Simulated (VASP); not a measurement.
Write the native input for VASP 6.6.1 that does the following.

```yaml
Task: single point
Functional: PBE
Potentials_or_basis: VASP PAW PBE potentials, release 64 (W_sv)
Cutoff: 520 eV
k_mesh: 17 × 17 × 17
Occupations: fermi-dirac, width 0.08 eV
Spin: no spin polarisation
Dipole_correction: no
Further_INCAR_settings: ALGO = Normal; EDIFF = 1e-07; NBANDS = 13
```

The structure of W lies in POSCAR:

```
W
1.0
   -1.5776417161      1.5776417161      1.5776417161
    1.5776417161     -1.5776417161      1.5776417161
    1.5776417161      1.5776417161     -1.5776417161
W
1
Direct
    0.0000000000      0.0000000000      0.0000000000
```

The input as run:

INCAR

```
ALGO     = Normal         # electronic algorithm
EDIFF    = 1E-7           # SCF threshold, eV
ENCUT    = 520            # plane-wave cutoff, eV
GGA      = PE             # functional
ISIF     = 2              # what is computed and relaxed
ISMEAR   = -1             # smearing method
LASPH    = True           # aspherical terms in the spheres
LCHARG   = True           # write CHGCAR
LELF     = True           # ELF
LREAL    = False          # projectors in reciprocal space
LVHAR    = True         
LWAVE    = False          # write WAVECAR
NBANDS   = 13             # bands
NELM     = 100            # most SCF steps
PREC     = Accurate       # precision mode
SIGMA    = 0.08           # smearing width, eV
```

KPOINTS

```
k-points
0
Gamma
  17 17 17
```

Potentials or basis: VASP PAW PBE potentials, release 64 (W_sv).

The run is started by

```console
$ cat potpaw_PBE.64/W_sv/POTCAR > POTCAR
$ mpirun -np 1 vasp_std > vasp.out
```

Results of the run:

```json
{
  "Pressure": "9.3 GPa",
  "Band gap on the k mesh": "zero (bands 7 and 8 overlap by 6.05 eV)"
}
```

Caveat: the cell stands under pressure; spin-orbit coupling is left out, which moves the levels of the heavy elements.

Run time: 34 s on 1 thread of Intel Xeon 8259CL (shared host), peak memory 0.15 GiB.
